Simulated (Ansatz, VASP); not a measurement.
# One calculation of CoO, two programs

```xyz
2
Lattice="1.5055 0.8692 2.4399 -1.5055 0.8692 2.4399 0.0000 -1.7384 2.4399" Properties=species:S:1:pos:R:3 pbc="T T T"
Co    0.0000    0.0000    0.0000
O     0.0000    0.0000    3.6099
```

Change from the starting cell: all O atoms moved -0.050 Å, as atom 2 along Cartesian [0 0 1].

Alike in both runs: task single point; functional PBEsol; k mesh 18 × 18 × 18; occupations gaussian, width 0.15 eV; collinear spin.

|  | VASP | Ansatz |
| --- | --- | --- |
| version | VASP 6.6.1 | Ansatz 0.2.0 |
| potentials or method | VASP PAW PBE potentials, release 64 (Co, O), cutoff 520 eV | scalar-relativistic, plane waves, PAW |
| valence electrons in the cell | 15 | 23 |

|  | VASP | Ansatz | Ansatz less VASP |
| --- | --- | --- | --- |
| gap on the k mesh at the Fermi level (eV) | none | none | - |
| pressure (GPa) | -9.5 | -8.9 | +0.57 |
| traceless stress, the component that is largest in VASP (GPa) | -0.32 | -0.35 | -0.026 |
| net moment per atom (μB) | 1.45 | 1.47 | +0.014 |
| size of the moment on the site where the two differ most (μB) | 2.54 | 2.47 | -0.071 |

VASP's potentials were made for PBE, not for PBEsol. Site moments also hang on the region over which each program counts them. A gap of «none» marks a metal or a gap that the smearing closes. With one functional, cell and mesh, what is left measures potentials, basis and numerics. VASP's potentials hold 15 valence electrons a cell and Ansatz's 23, so a difference there can come from the potentials and not from the codes.
